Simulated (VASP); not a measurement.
Wanted: the native input for a VASP 6.6.1 run.

```
Task                   : single point
Functional             : PBEsol
Potentials or basis    : VASP PAW PBE potentials, release 64 (Ge_d, Fe)
Cutoff                 : 520 eV
k mesh                 : 6 × 6 × 7
Occupations            : fermi-dirac, width 0.05 eV
Spin                   : collinear spin, ferromagnetic start
Starting moments       : [0.0, 0.0, 0.0, 4.5, 4.5, 4.5] μB
Dipole correction      : no
Further INCAR settings : ALGO = Normal; EDIFF = 1e-07; NBANDS = 46
```

The structure of FeGe lies in POSCAR:

```
FeGe
1.0
    4.9976023358      0.0000000000      0.0000000000
   -2.4988011679      4.3280505808      0.0000000000
    0.0000000000      0.0000000000      4.1157613500
Ge Fe
3 3
Direct
    0.6666666667      0.3333333333      0.5000000000
    0.3333333333      0.6666666667      0.5000000000
    0.0000000000      0.0000000000      0.0000000000
    0.0000000000      0.5000000000      0.0000000000
    0.5000000000      0.5000000000      0.0000000000
    0.5000000000      0.0000000000      0.0000000000
```

The input as run:

INCAR

```
ALGO = Normal
EDIFF = 1E-7
ENCUT = 520
GGA = PS
ISIF = 2
ISMEAR = -1
ISPIN = 2
LASPH = True
LCHARG = False
LMAXMIX = 4
LORBIT = 11
LREAL = False
LWAVE = False
MAGMOM = 0 0 0 4.5 4.5 4.5
NBANDS = 46
NELM = 150
PREC = Accurate
SIGMA = 0.05
```

KPOINTS

```
k-points
0
Gamma
  6 6 7
```

Potentials or basis: VASP PAW PBE potentials, release 64 (Ge_d, Fe).

Run with:

```console
$ cat potpaw_PBE.64/Ge_d/POTCAR potpaw_PBE.64/Fe/POTCAR > POTCAR
$ mpirun -np 1 vasp_std > vasp.out
```

It gave:

| Item | Value |
| --- | --- |
| Pressure | -10.0 GPa |
| Net moment | 4.26 μB per cell |
| Site moments | Ge -0.06, -0.09 (each value once); Fe +1.50 μB |
| Valence electrons inside the program's atomic spheres | Ge 12.36, 12.32 (each value once); Fe 7.37 |

Caveat: the cell stands under tension; the PAW data sets were made with another functional, which shifts forces and pressure a little.

It took 7.8 min on 1 thread of Intel Xeon 8259CL, with other jobs on the host, peak memory 0.35 GiB.
